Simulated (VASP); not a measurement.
KF: single point with PBE

The system is KF.

```
K F
1.0
    -0.03740    2.62156    2.62156
     2.62156   -0.03740    2.62156
     2.62156    2.62156   -0.03740
K F
1 1
Direct
  0.00000 0.00000 0.00000
  0.50000 0.50000 0.50000
```

This cell differs from its parent crystal: strain along [111] -2.1%.

- Program: VASP 6.6.1
- Task: single point
- Functional: PBE
- Potentials or basis: VASP PAW PBE potentials, release 64 (K_sv, F)
- Cutoff: 520 eV
- k mesh: 8 × 8 × 8
- Occupations: fermi-dirac, width 0.02 eV
- Spin: no spin polarisation
- Dipole correction: no
- Further INCAR settings: ALGO = Normal; EDIFF = 1e-06; NBANDS = 15

The pressure is 2.8 GPa and the band gap on the k mesh is 6.34 eV.

Stress tensor (GPa, compression positive):
```
2.83 0.17 0.17
0.17 2.83 0.17
0.17 0.17 2.83
```

Levels at points of the mesh, in eV from the valence-band top:
```csv
k point,band 5,band 6,band 7,band 8,band 9,band 10,band 11,band 12
"(0.00, 0.00, 0.00)",-9.27,-0.02,-0.02,0.00,6.34,10.69,10.69,10.91
"(0.50, 0.00, 0.00)",-9.31,-0.85,-0.40,-0.36,9.19,10.84,12.12,12.32
"(0.50, 0.50, 0.00)",-9.50,-0.21,-0.07,-0.05,8.21,10.49,12.09,13.78
"(0.50, 0.50, 0.50)",-9.33,-0.85,-0.42,-0.42,9.25,10.93,12.26,12.26
```

Run time: 18 s on 1 thread of Intel(R) Xeon(R) Platinum 8488C (Sapphire Rapids), with other jobs on the host, peak memory 0.18 GiB.

Caveat: the cell differs from its parent crystal (strain along [111] -2.1%). A k mesh can miss the band edges.
